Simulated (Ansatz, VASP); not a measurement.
One calculation of Na2AlHgCl6, two programs

Contents of INCAR:

```
SYSTEM = Na2AlHgCl6
PREC = Accurate ; ENCUT = 520
EDIFF = 1E-7 ; ISMEAR = 0
SIGMA = 0.1 ; LREAL = .False.
LASPH = .True. ; NELM = 100
ALGO = Normal ; ISIF = 2
LWAVE = .False. ; LCHARG = .True.
GGA = PS ; LELF = .True.
LVHAR = .True. ; NBANDS = 46
```

KPOINTS

```
Automatic mesh
0
Gamma
  6 6 6
  0 0 0
```

File POSCAR:

```
Na2AlHgCl6
1.0
    0.0000000000      5.1407852364      5.1407852364
    5.1407852364      0.0000000000      5.1407852364
    5.1407852364      5.1407852364      0.0000000000
Na Al Hg Cl
2 1 1 6
Direct
    0.7500000000      0.7500000000      0.7500000000
    0.2500000000      0.2500000000      0.2500000000
    0.0000000000      0.0000000000      0.0000000000
    0.5000000000      0.5000000000      0.5000000000
    0.7737940000      0.2262060000      0.2262060000
    0.2262060000      0.2262060000      0.7737940000
    0.2262060000      0.7737940000      0.7737940000
    0.2262060000      0.7737940000      0.2262060000
    0.7737940000      0.2262060000      0.7737940000
    0.7737940000      0.7737940000      0.2262060000
```

Input for Ansatz:

```yaml
crystal:
  lattice:
    - [0.0, 5.1407852364, 5.1407852364]
    - [5.1407852364, 0.0, 5.1407852364]
    - [5.1407852364, 5.1407852364, 0.0]
  atoms:
    - { symbol: Na, position: [0.75, 0.75, 0.75] }
    - { symbol: Na, position: [0.25, 0.25, 0.25] }
    - { symbol: Al, position: [0.0, 0.0, 0.0] }
    - { symbol: Hg, position: [0.5, 0.5, 0.5] }
    - { symbol: Cl, position: [0.773794, 0.226206, 0.226206] }
    - { symbol: Cl, position: [0.226206, 0.226206, 0.773794] }
    - { symbol: Cl, position: [0.226206, 0.773794, 0.773794] }
    - { symbol: Cl, position: [0.226206, 0.773794, 0.226206] }
    - { symbol: Cl, position: [0.773794, 0.226206, 0.773794] }
    - { symbol: Cl, position: [0.773794, 0.773794, 0.226206] }
basis:
  ecutwfc: 420
kpoints:
  mp_grid: { grid: [6, 6, 6] }
hamiltonian:
  xc: pbesol
scf:
  occupations: { method: gaussian, width: 0.1 }
output:
  forces: true
  stress: true
  eigenvalues: true
```

Alike in both runs: task single point; functional PBEsol; k mesh 6 × 6 × 6; occupations gaussian, width 0.1 eV; no spin polarisation.

|  | VASP | Ansatz |
| --- | --- | --- |
| version | VASP 6.6.1 | Ansatz 0.2.0 |
| potentials or method | VASP PAW PBE potentials, release 64 (Na_pv, Al, Hg, Cl), cutoff 520 eV | scalar-relativistic, plane waves, PAW |
| valence electrons in the cell | 71 | 83 |

```tsv
	VASP	Ansatz	Ansatz less VASP
gap on the k mesh at the Fermi level (eV)	none	none	-
pressure (GPa)	-0.6	-0.6	0.00
rms of the force components (eV/Å)	0.047	0.058	+0.0106
```

VASP's potentials were made for PBE, not for PBEsol. Atom by atom the forces differ by 0.011 eV/Å (rms over components). A gap of «none» marks a metal or a gap that the smearing closes. The functional is the same, so the differences come from potentials, cutoffs and numerics. VASP's potentials hold 71 valence electrons a cell and Ansatz's 83, so a difference there can come from the potentials and not from the codes.

Spin-orbit coupling is off throughout.
